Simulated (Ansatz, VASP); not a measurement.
**One calculation of HfSiO4, two programs**

```
Hf Si O
1.0
     3.28994   -3.19364    0.00000
     3.28994    3.19364    0.00000
     0.00000    0.00000    2.97468
Hf Si O
1 1 4
Direct
  0.50000 0.50000 0.50000
  0.00000 0.00000 0.00000
  0.17812 0.17812 0.50000
  0.72133 0.27867 0.00000
  0.27867 0.72133 0.00000
  0.82188 0.82188 0.50000
```

Alike in both runs: functional PBE; k mesh 4 × 4 × 6; occupations gaussian, width 0.1 eV; no spin polarisation.

Ansatz relaxed the structure, and its values are those at the end. VASP's run is a single point on that final structure, the one shown.

|  | VASP | Ansatz |
| --- | --- | --- |
| version | VASP 6.6.1 | Ansatz 0.2.0 |
| potentials or method | VASP PAW PBE potentials, release 64 (Hf_pv, Si, O), cutoff 600 eV | scalar-relativistic, plane waves, PAW |
| valence electrons in the cell | 38 | 54 |

|  | VASP | Ansatz | Ansatz less VASP |
| --- | --- | --- | --- |
| gap on the k mesh at the Fermi level (eV) | 1.77 | 1.81 | +0.042 |
| least direct gap on the mesh (eV) | 1.77 | 1.81 | +0.042 |
| pressure (GPa) | -1.9 | 0.0 | +1.92 |
| rms of the force components (eV/Å) | 0.092 | 0.001 | -0.0903 |

VASP's potentials hold 38 valence electrons a cell and Ansatz's 54, so a difference there can come from the potentials and not from the codes.

Neither program's run includes spin-orbit coupling.
